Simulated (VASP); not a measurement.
# PbSe (P1) in VASP: single point with PBEsol

Aim: the single point of PbSe with PBEsol.

Program: VASP 6.6.1. These are calculated values, not measurements. Logs are shortened: lines on timing, memory, paths and dates and some standing lists are left out, and cuts for length are marked.

**1. The cell of the first run**

The typed cell holds 2 atoms: a = 4.404 Å, b = 4.489 Å, c = 4.329 Å, α = 60.26°, β = 61.48°, γ = 60.58°.

**2. Single point, PBEsol (atoms moved at random and the cell strained at random)**

INCAR

```
PREC     = Accurate       # precision mode
ENCUT    = 520            # plane-wave cutoff, eV
EDIFF    = 1E-6           # SCF threshold, eV
ISMEAR   = 0              # smearing method
SIGMA    = 0.05           # smearing width, eV
LREAL    = F              # projectors in reciprocal space
LASPH    = T              # aspherical terms in the spheres
NELM     = 80             # most SCF steps
ALGO     = Normal         # electronic algorithm
ISIF     = 2              # what is computed and relaxed
LWAVE    = F              # write WAVECAR
LCHARG   = F              # write CHGCAR
GGA      = PS             # functional
NBANDS   = 17             # bands
```

KPOINTS

```
Automatic mesh
0
Gamma
  10 10 10
```

POSCAR

```
PbSe
1.0
   -0.0469427595      3.0647834490      3.1625272770
    3.1677941750     -0.0639989350      3.1795834525
    3.1035808895      3.0176263390      0.0002143505
Pb Se
1 1
Direct
   -0.0193311889     -0.0234394135      0.0046258348
    0.5193311889      0.5234394135      0.4953741652
```

Potentials or basis: VASP PAW PBE potentials, release 64 (Pb_d, Se).

Started as:

```console
$ cat potpaw_PBE.64/Pb_d/POTCAR potpaw_PBE.64/Se/POTCAR > POTCAR
$ mpirun -np 1 vasp_std > vasp.out
```

OUTCAR:

```text
PREC = Accurate
   ENCUT = 520
   EDIFF = 1E-6
   ISMEAR = 0
   LREAL = F
   LASPH = T
   NELM = 80
   ISIF = 2
   GGA = PS

 ion  position               nearest neighbor table
   1  0.981  0.977  0.005-   2 2.90   2 3.00   2 3.06   2 3.17   2 3.29   2 3.45
   2  0.519  0.523  0.495-   1 2.90   1 3.00   1 3.06   1 3.17   1 3.29   1 3.45

  LATTYP: Found a triclinic cell.
 ALAT       =     7.6266096078
 B/A-ratio  =     0.5675882312
 C/A-ratio  =     0.8315545942
 COS(alpha) =     0.0001507141
 COS(beta)  =     0.4181424762
 COS(gamma) =     0.8595583224

  Lattice vectors:

 A1 = (   6.2713750645,   2.9536274040,   3.1797978030)
 A2 = (   3.1035808895,   3.0176263390,   0.0002143505)
 A3 = (   0.0172705260,  -0.0168418250,   6.3418963790)

Analysis of symmetry for initial positions (statically):
=====================================================================
 Subroutine PRICEL returns:
 Original cell was already a primitive cell.

 Routine SETGRP: Setting up the symmetry group for a
 triclinic supercell.

 Subroutine GETGRP returns: Found  1 space group operations
 (whereof  1 operations were pure point group operations)
 out of a pool of  2 trial point group operations.

The static configuration has the point symmetry C_1 .

Analysis of symmetry for dynamics (positions and initial velocities):
=====================================================================
 Subroutine PRICEL returns:
 Original cell was already a primitive cell.

 Routine SETGRP: Setting up the symmetry group for a
 triclinic supercell.

 Subroutine GETGRP returns: Found  1 space group operations
 (whereof  1 operations were pure point group operations)
 out of a pool of  2 trial point group operations.

The dynamic configuration has the point symmetry C_1 .

 Subroutine INISYM returns: Found  1 space group operations
 (whereof  1 operations are pure point group operations),
 and found     1 'primitive' translations

----------------------------------------------------------------------------------------

                                     Primitive cell

  volume of cell :      61.5513

  direct lattice vectors                    reciprocal lattice vectors
    -0.046942760  3.064783449  3.162527277    -0.155882992  0.160311927  0.158531781
     3.167794175 -0.063998935  3.179583453     0.155035897 -0.159463105  0.156835864
     3.103580889  3.017626339  0.000214350     0.161607069  0.165187182 -0.157682959

  length of vectors
     4.404166208  4.488737766  4.328773857     0.274101709  0.272143528  0.279763409

  position of ions in fractional coordinates (direct lattice)
     0.980668811  0.976560586  0.004625835
     0.519331189  0.523439414  0.495374165

  ion indices of the primitive-cell ions
   primitive index   ion index
                 1           1
                 2           2

----------------------------------------------------------------------------------------

 KPOINTS: Automatic mesh

Automatic generation of k-mesh.
 Grid dimensions read from file:
 generate k-points for:   10   10   10

 Generating k-lattice:

  Cartesian coordinates                     Fractional coordinates (reciprocal lattice)
    -0.015588299  0.016031193  0.015853178     0.100000000  0.000000000  0.000000000
     0.015503590 -0.015946311  0.015683586     0.000000000  0.100000000  0.000000000
     0.016160707  0.016518718 -0.015768296    -0.000000000  0.000000000  0.100000000

  Length of vectors
     0.027410171  0.027214353  0.027976341

  Shift w.r.t. Gamma in fractional coordinates (k-lattice)
     0.000000000  0.000000000  0.000000000

 Subroutine IBZKPT returns following result:
 ===========================================

 Found    504 irreducible k-points:

 Following reciprocal coordinates:
            Coordinates               Weight
  0.000000  0.000000  0.000000      1.000000
  0.100000  0.000000 -0.000000      2.000000
  0.200000  0.000000 -0.000000      2.000000
  0.300000 -0.000000 -0.000000      2.000000
  0.400000 -0.000000  0.000000      2.000000
  0.500000 -0.000000 -0.000000      1.000000
[... 16 lines left out ...]
 -0.400000  0.200000 -0.000000      2.000000
 -0.300000  0.200000  0.000000      2.000000
 [... further k-points ...]
   k-points           NKPTS =    504   k-points in BZ     NKDIM =    504   number of bands    NBANDS=     17
   number of dos      NEDOS =    301   number of ions     NIONS =      2
   total plane-waves  NPLWV =  41472
   dimension x,y,z NGX =    36 NGY =   36 NGZ =   32
   dimension x,y,z NGXF=    72 NGYF=   72 NGZF=   64
   ions per type =               1   1
   NGX,Y,Z   is equivalent  to a cutoff of  13.59, 13.33, 12.29 a.u.
   NGXF,Y,Z  is equivalent  to a cutoff of  27.18, 26.67, 24.58 a.u.
 SYSTEM =  unknown system
   PREC   = accura    normal or accurate (medium, high low for compatibility)
   ISTART =      0    job   : 0-new  1-cont  2-samecut
   ICHARG =      2    charge: 1-file 2-atom 10-const
   ISPIN  =      1    spin polarized calculation?
   LNONCOLLINEAR =      F non collinear calculations
   LSORBIT =      F    spin-orbit coupling
   LASPH  =      T    aspherical Exc in radial PAW
   ENCUT  =  520.0 eV  38.22 Ry    6.18 a.u.   8.19  8.35  8.05*2*pi/ulx,y,z
   NELM   =     80;   NELMIN=  2; NELMDL= -5     # of ELM steps
   EDIFF  = 0.1E-05   stopping-criterion for ELM
   LREAL  =      F    real-space projection
   EDIFFG = 0.1E-04   stopping-criterion for IOM
   NSW    =      0    number of steps for IOM
   IBRION =     -1    ionic relax: 0-MD 1-quasi-New 2-CG
   NFREE  =      0    steps in history (QN), initial steepest desc. (CG)
   ISIF   =      2    stress and relaxation
   ISYM   =      2    0-nonsym 1-usesym 2-fastsym
   POTIM  = 0.5000    time-step for ionic-motion
   TEBEG  =    0.0;   TEEND  =   0.0 temperature during run
   PSTRESS=    0.0 pullay stress
   NELECT =      20.0000    total number of electrons
   NUPDOWN=      -1.0000    fix difference up-down
   EMIN   =  10.00;   EMAX   =-10.00  energy-range for DOS
   EFERMI =   0.00;   METHOD = LEGACY
   ISMEAR =     0;   SIGMA  =   0.05  broadening in eV -4-tet -1-fermi 0-gaus
   EFERMI_NEDOS =   21; number of points for ismear=-14 and -15
   IALGO  =     38    algorithm
   IMIX   =      4    mixing-type and parameters
     AMIX     =   0.40;   BMIX     =  1.00
     AMIX_MAG =   1.60;   BMIX_MAG =  1.00
  volume/ion in A,a.u.               =      30.78       207.68
  Fermi-wavevector in a.u.,A,eV,Ry     =   1.125483  2.126855 17.234665  1.266712
  Thomas-Fermi vector in A             =   2.262160
   LORBIT       =      0    0 simple, 1 ext, 2 COOP (PROOUT), +10 PAW based schemes
   GGA     = PS    functional components
   LHFCALC =     F    Hartree Fock is set to
   AEXX    =    0.0000 exact exchange contribution
   IVDW    =     0    specifies the selected vdW correction
   LEPSILON=     F    determine dielectric tensor
   LRPA    =     F    only Hartree local field effects (RPA)
 non-spin polarized calculation
 Gauss-broadening in eV      SIGMA  =   0.05
  energy-cutoff  :      520.00
  volume of cell :       61.55
 maximum number of plane-waves:      1676
 NGX is ok and might be reduce to    36
   NGX = 17   NGY = 17   NGZ = 17

 number of electron      20.0000002 magnetization

 Free energy of the ion-electron system (eV)
  ---------------------------------------------------
  ext. energy  EPLUGINS =         0.00000000
  ---------------------------------------------------
  free energy    TOTEN  =        -8.84396771 eV

  energy without entropy =       -8.84396771  energy(sigma->0) =       -8.84396771

 E-fermi :   4.1694     XC(G=0):  -9.3792

 val. band max:        3.9432501707   @ k =  -0.0000   0.0000   0.5000
 cond. band min:       4.4687997047   @ k =  -0.0000   0.0000   0.5000
 fundamental gap:      0.5255495340
 Fermi energy:         4.1694211099

 k-point     1 :       0.0000    0.0000    0.0000
  band No.  band energies     occupation
      1     -12.5435      2.00000
      2     -12.5333      2.00000
      3     -12.5289      2.00000
      4     -12.5218      2.00000
      5     -12.5207      2.00000
      6      -9.0565      2.00000
[... 9 lines left out ...]
     16      11.3215      0.00000
     17      11.7360      0.00000

 k-point     2 :       0.1000    0.0000   -0.0000
  band No.  band energies     occupation
      1     -12.5453      2.00000
      2     -12.5318      2.00000
      3     -12.5289      2.00000
      4     -12.5210      2.00000
      5     -12.5199      2.00000
      6      -8.9888      2.00000
[... 9 lines left out ...]
     16      11.3536      0.00000
     17      12.4862      0.00000

 k-point     3 :       0.2000    0.0000   -0.0000
  band No.  band energies     occupation
      1     -12.5503      2.00000
      2     -12.5329      2.00000
      3     -12.5277      2.00000
      4     -12.5173      2.00000
      5     -12.5157      2.00000
      6      -8.7972      2.00000
[... 9 lines left out ...]
     16      11.7202      0.00000
     17      13.8953      0.00000

 k-point     4 :       0.3000   -0.0000   -0.0000
  band No.  band energies     occupation
      1     -12.5568      2.00000
      2     -12.5375      2.00000
      3     -12.5260      2.00000
      4     -12.5108      2.00000
      5     -12.5089      2.00000
      6      -8.5231      2.00000
[... 9 lines left out ...]
     16      12.4811      0.00000
     17      15.1859      0.00000
[... 343 lines left out ...]
      1     -12.5833      2.00000
      2     -12.5356      2.00000
      3     -12.5270      2.00000
      4     -12.5056      2.00000
      5     -12.4980      2.00000
      6      -8.0462      2.00000
[... 9 lines left out ...]
     16      14.6045      0.00000
     17      15.0029      0.00000

 k-point    23 :      -0.4000    0.2000   -0.0000
  band No.  band energies     occupation
      1     -12.5789      2.00000
      2     -12.5373      2.00000
      3     -12.5229      2.00000
      4     -12.5073      2.00000
      5     -12.5008      2.00000
      6      -8.0163      2.00000
[... 9 lines left out ...]
     16      13.5887      0.00000
     17      15.3036      0.00000

 k-point    24 :      -0.3000    0.2000    0.0000
  band No.  band energies     occupation
      1     -12.5699      2.00000
      2     -12.5380      2.00000
      3     -12.5209      2.00000
      4     -12.5104      2.00000
      5     -12.5057      2.00000
      6      -8.1781      2.00000
[... 9 lines left out ...]
     16      13.2084      0.00000
     17      14.3827      0.00000

 [... further k-points ...]
[... 5 lines left out ...]
  --------------------------------------------------------------------------------------
  -------------------------------------------------------------------------------------
  Total       -1.4164583     -0.5632030     -0.9092501      0.2587805      0.1008863      0.0689687
  in kB      -36.8703097    -14.6601356    -23.6677171      6.7360375      2.6260632      1.7952509
  external PRESSURE =     -25.0660541 kB  Pullay stress =       0.0000000 kB

 VOLUME and BASIS-vectors are now :
 -----------------------------------------------------------------------------
  energy-cutoff  :      520.00
  volume of cell :       61.55
      direct lattice vectors                 reciprocal lattice vectors
    -0.046942760  3.064783449  3.162527277    -0.155882992  0.160311927  0.158531781
     3.167794175 -0.063998935  3.179583453     0.155035897 -0.159463105  0.156835864
     3.103580889  3.017626339  0.000214350     0.161607069  0.165187182 -0.157682959

 POSITION                                       TOTAL-FORCE (eV/Angst)
 -----------------------------------------------------------------------------------
      3.06186      2.95700      6.20645         0.030539      0.097129      0.102503
      3.17120      3.05299      3.30682        -0.030539     -0.097129     -0.102503
 -----------------------------------------------------------------------------------
    total drift:                                0.000701      0.000528      0.001113

  FREE ENERGIE OF THE ION-ELECTRON SYSTEM (eV)
  ---------------------------------------------------
  free  energy   TOTEN  =        -8.8439677143 eV

  energy  without entropy=       -8.8439677143  energy(sigma->0) =       -8.84396771
```

Wall time 4.1 min (1 thread of AMD EPYC 9R45 (Zen 5), shared host); peak memory 0.59 GiB.

Results:

```yaml
Free_energy: -8.8440 eV
Pressure: -2.5 GPa
Largest_force: 0.144 eV/Å
Band_gap_on_the_k_mesh: 0.53 eV
```

Forces on the atoms (eV/Å):
```
Pb   0.031  0.097  0.103
Se  -0.031 -0.097 -0.103
```

Caveat: the cell differs from its parent crystal (atoms moved at random and the cell strained at random); the PAW data sets were made with another functional, which shifts forces and pressure a little; spin-orbit coupling is left out, which moves the levels of the heavy elements. A k mesh can miss the band edges.
